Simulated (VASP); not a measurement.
# Tc: single point with PBE

Crystal: Tc.

```
CELL_PARAMETERS angstrom
2.67230 0.00000 0.00000
-1.33615 2.31428 0.00000
0.00000 0.00000 8.60129
ATOMIC_POSITIONS crystal
Tc 0.66667 0.33333 0.75000
Tc 0.00000 0.00000 0.50000
Tc 0.33333 0.66667 0.25000
Tc 0.00000 0.00000 0.00000
```

```
Program             : VASP 6.6.1
Task                : single point
Functional          : PBE
Potentials or basis : VASP PAW PBE potentials, release 64 (Tc_pv)
Cutoff              : 520 eV
k mesh              : 11 × 11 × 3
Occupations         : fermi-dirac, width 0.05 eV
Spin                : no spin polarisation
```

The pressure is 29.3 GPa and the band gap on the k mesh is zero (band 26 reaches 16.02 eV, above the bottom of band 27 at 12.73 eV).

Levels at points of the mesh, in eV from the Fermi level:
| k point | band 22 | band 23 | band 24 | band 25 | band 26 | band 27 | band 28 | band 29 | band 30 | band 31 |
| --- | --- | --- | --- | --- | --- | --- | --- | --- | --- | --- |
| (0.00, 0.00, 0.00) | -2.05 | -1.75 | -1.42 | -1.42 | -1.29 | -1.29 | 0.31 | 0.31 | 1.10 | 1.10 |

It took 24 s on 1 thread of Intel(R) Xeon(R) 6975P-C (Granite Rapids), with other jobs on the host, peak memory 0.18 GiB.
